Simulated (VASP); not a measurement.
BN:

```
CELL_PARAMETERS angstrom
0.00000 1.80482 1.80482
1.80482 0.00000 1.80482
1.80482 1.80482 0.00000
ATOMIC_POSITIONS crystal
B 0.00000 0.00000 0.00000
N 0.25000 0.25000 0.25000
```

Base run:

- Program: VASP 6.6.1
- Functional: PBEsol
- Potentials or basis: VASP PAW PBE potentials, release 64 (B, N)
- Cutoff: 520 eV
- k mesh: 8 × 8 × 8
- Occupations: gaussian, width 0.01 eV
- Spin: no spin polarisation

Its results: band gap on the k mesh 4.28 eV (least direct gap 8.78 eV); pressure -0.6 GPa.

Question: After a change of settings the same cell gave: band gap on the k mesh 4.89 eV (least direct gap 9.42 eV); pressure 1.6 GPa. Which change was it?
A. further incar settings from ALGO = Normal; EDIFF = 1e-06; NBANDS = 11 to ALGO = Normal; EDIFF = 1e-07; NBANDS = 11
B. functional from PBEsol to PBE-based screened hybrid with 10 % exact exchange; k mesh from 8 × 8 × 8 to 6 × 6 × 6
C. occupations from gaussian, width 0.01 eV to gaussian, width 0.5 eV
D. occupations from gaussian, width 0.01 eV to methfessel-paxton, width 0.5 eV; further incar settings from ALGO = Normal; EDIFF = 1e-06; NBANDS = 11 to ALGO = Normal; EDIFF = 1e-07; NBANDS = 11

Answer: B.

Caveats: some runs use coarse meshes; the PAW data sets were made with another functional, which shifts forces and pressure a little.
